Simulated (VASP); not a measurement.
Al2H3, 10 atoms in the cell. The structure is monoclinic, space group Cm (No. 8). Conventional cell: a = 11.913 Å, b = 2.726 Å, c = 6.828 Å, α = 90.00°, β = 105.01°, γ = 90.00°. Al (site symmetry m) has 2 H at 1.79 to 1.82 Å within 2.4 Å. Within 2.4 Å of Al (site symmetry m) lie 2 H at 1.80 to 1.81 Å. Al (site symmetry m) has 6 H at 1.70 to 1.82 Å within 2.3 Å. Al (site symmetry m) has 3 H at 1.77 to 2.13 Å within 2.4 Å. H (site symmetry m) has 2 Al at 1.72 to 1.85 Å within 2.3 Å. Within 2.8 Å of H (site symmetry m) lie 3 Al at 1.82 to 2.13 Å and 8 H at 2.32 to 2.73 Å. Within 2.5 Å of H (site symmetry m) lie 2 Al at 1.76 Å and 7 H at 2.32 to 2.48 Å. H (site symmetry m) has 2 Al at 1.70 to 1.80 Å within 2.3 Å. 

| Item | Value |
| --- | --- |
| Program | VASP 6.6.1 |
| Task | single point |
| Functional | PBE |
| Potentials or basis | VASP PAW PBE potentials, release 64 (Al, H) |
| Cutoff | 520 eV |
| k mesh | 14 × 14 × 6 |
| Occupations | gaussian, width 0.1 eV |
| Spin | no spin polarisation |
| Dipole correction | no |
| Further INCAR settings | ALGO = Normal; EDIFF = 1e-06; NBANDS = 20 |

Potentials or basis: VASP PAW PBE potentials, release 64 (Al, H).

The run is started by

```sh
$ cat potpaw_PBE.64/Al/POTCAR potpaw_PBE.64/H/POTCAR > POTCAR
$ mpirun -np 1 vasp_std > vasp.out
```

Hardware: 1 thread of Intel Xeon 8259CL, with other jobs on the host.

How long does it take, and how much memory?

Run time: 33 min on 1 thread of Intel Xeon 8259CL, on a shared host, peak memory 0.71 GiB. Counts: scf iterations 13, k points 324.
